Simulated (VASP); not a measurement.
TiC:

```xyz
2
Lattice="0.0000 2.1657 2.1657 2.1657 0.0000 2.1657 2.1657 2.1657 0.0000" Properties=species:S:1:pos:R:3 pbc="T T T"
Ti    0.0000    0.0000    0.0000
C     2.1657    2.1657    2.1657
```

* Program: VASP 6.6.1
* Task: relaxation of cell and atoms
* Functional: RPBE
* Potentials or basis: VASP PAW PBE potentials, release 64 (Ti_sv, C)
* Cutoff: 600 eV
* k mesh: 11 × 11 × 11
* Occupations: fermi-dirac, width 0.05 eV
* Spin: no spin polarisation

At the start: pressure 4.9 GPa; volume 10.16 Å³/atom.

Task: Where does the relaxation end?

Result: Over 3 steps the energy falls by 3.1 meV/atom and the volume is 10.36 Å³/atom (+2.0 %); space group Fm-3m (No. 225, to 0.05 Å).

The path:
```csv
step,energy change (eV),largest force (eV/Å),pressure (GPa),volume (Å³)
1,0.0000,0.0000,4.88,20.32
2,0.0030,0.0000,-5.46,21.24
3,-0.0061,0.0000,-0.05,20.72
```

Final structure:
```
Ti C
1.0
     0.00000    2.18011    2.18011
     2.18011    0.00000    2.18011
     2.18011    2.18011    0.00000
Ti C
1 1
Direct
  0.00000 0.00000 0.00000
  0.50000 0.50000 0.50000
```

Caveat: the PAW data sets were made with another functional, which shifts forces and pressure a little.
